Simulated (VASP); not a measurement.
Set up this calculation in VASP 6.6.1, as the native input.

| Item | Value |
| --- | --- |
| Task | single point |
| Functional | r2SCAN |
| Dispersion | rVV10 |
| Potentials or basis | VASP PAW PBE potentials, release 64 (Rb_sv) |
| Cutoff | 520 eV |
| k mesh | 10 × 10 × 10 |
| Occupations | gaussian, width 0.1 eV |
| Spin | no spin polarisation |
| Dipole correction | no |
| Further INCAR settings | ALGO = Normal; EDIFF = 1e-06; NBANDS = 10 |

Rb:

```xyz
1
Lattice="-2.8677 2.8677 2.8677 2.8677 -2.8677 2.8677 2.8677 2.8677 -2.8677" Properties=species:S:1:pos:R:3 pbc="T T T"
Rb    0.0000    0.0000    0.0000
```

One way to write it, as run:

POSCAR

```
Rb
1.0
   -2.8676989518      2.8676989518      2.8676989518
    2.8676989518     -2.8676989518      2.8676989518
    2.8676989518      2.8676989518     -2.8676989518
Rb
1
Direct
    0.0000000000      0.0000000000      0.0000000000
```

INCAR.step1

```
PREC = Accurate
ENCUT = 520
ISMEAR = 0
SIGMA = 0.1
LREAL = False
LASPH = True
NELM = 80
NBANDS = 10
GGA = PE
ALGO = Normal
EDIFF = 1E-4
LWAVE = True
LCHARG = False
```

INCAR.step2

```
PREC = Accurate
ENCUT = 520
EDIFF = 1E-6
ISMEAR = 0
SIGMA = 0.1
LREAL = False
LASPH = True
NELM = 80
ALGO = Normal
ISIF = 2
LWAVE = False
LCHARG = False
METAGGA = R2SCAN
LMIXTAU = True
LUSE_VDW = True
IVDW_NL = 2
BPARAM = 11.95
CPARAM = 0.0093
NBANDS = 10
ISTART = 1
```

KPOINTS

```
regular mesh
0
Gamma
  10 10 10
```

Potentials or basis: VASP PAW PBE potentials, release 64 (Rb_sv).

Command:

```bash
$ cat potpaw_PBE.64/Rb_sv/POTCAR > POTCAR
$ cp INCAR.step1 INCAR
$ mpirun -np 1 vasp_std > vasp.out
$ cp INCAR.step2 INCAR
$ mpirun -np 1 vasp_std > vasp.out
```

Results of the run:

- Pressure: -0.1 GPa
- Band gap on the k mesh: zero (an odd number of electrons rules out a gap without spin polarisation)

Caveat: the PAW data sets were made with another functional, which shifts forces and pressure a little.

Run time: 8.1 min on 1 thread of Intel Xeon 8259CL (shared host), peak memory 0.51 GiB.
